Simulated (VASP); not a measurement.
Set up this calculation in VASP 6.6.1, as the native input.

```
Task                   : single point
Functional             : r2SCAN
Potentials or basis    : VASP PAW PBE potentials, release 64 (Ce)
Cutoff                 : 520 eV
k mesh                 : 12 × 12 × 12
Occupations            : fermi-dirac, width 0.2 eV
Spin                   : no spin polarisation
Dipole correction      : no
Further INCAR settings : ALGO = Normal; EDIFF = 1e-06; NBANDS = 12
```

The system is Ce.

```xyz
1
Lattice="0.0000 2.3390 2.3390 2.3390 0.0000 2.3390 2.3390 2.3390 0.0000" Properties=species:S:1:pos:R:3 pbc="T T T"
Ce    0.0000    0.0000    0.0000
```

The input as run:

POSCAR

```
Ce
1.0
    0.0000000000      2.3390384114      2.3390384114
    2.3390384114      0.0000000000      2.3390384114
    2.3390384114      2.3390384114      0.0000000000
Ce
1
Direct
    0.0000000000      0.0000000000      0.0000000000
```

INCAR.step1

```
ALGO = Normal
EDIFF = 1E-4
ENCUT = 520
GGA = PE
ISMEAR = -1
LASPH = True
LCHARG = False
LREAL = False
LWAVE = True
NBANDS = 12
NELM = 60
PREC = Accurate
SIGMA = 0.2
```

INCAR.step2

```
ALGO = Normal
EDIFF = 1E-6
ENCUT = 520
ISIF = 2
ISMEAR = -1
ISTART = 1
LASPH = True
LCHARG = False
LMIXTAU = True
LREAL = False
LWAVE = False
METAGGA = R2SCAN
NBANDS = 12
NELM = 60
PREC = Accurate
SIGMA = 0.2
```

KPOINTS

```
k-points
0
Gamma
  12 12 12
```

Potentials or basis: VASP PAW PBE potentials, release 64 (Ce).

Command:

```sh
$ cat potpaw_PBE.64/Ce/POTCAR > POTCAR
$ cp INCAR.step1 INCAR
$ mpirun -np 1 vasp_std > vasp.out
$ cp INCAR.step2 INCAR
$ mpirun -np 1 vasp_std > vasp.out
```

It gave:

```json
{
 "Pressure": "1.1 GPa",
 "Band gap on the k mesh": "zero (band 6 reaches 10.46 eV, above the bottom of band 7 at 9.90 eV)"
}
```

Caveat: the PAW data sets were made with another functional, which shifts forces and pressure a little; spin-orbit coupling is left out, which moves the levels of the heavy elements.

Wall time 2.7 min on 1 thread of Intel(R) Xeon(R) Platinum 8259CL CPU @ 2.50GHz (Skylake/Cascade Lake) (shared host), peak memory 0.19 GiB.
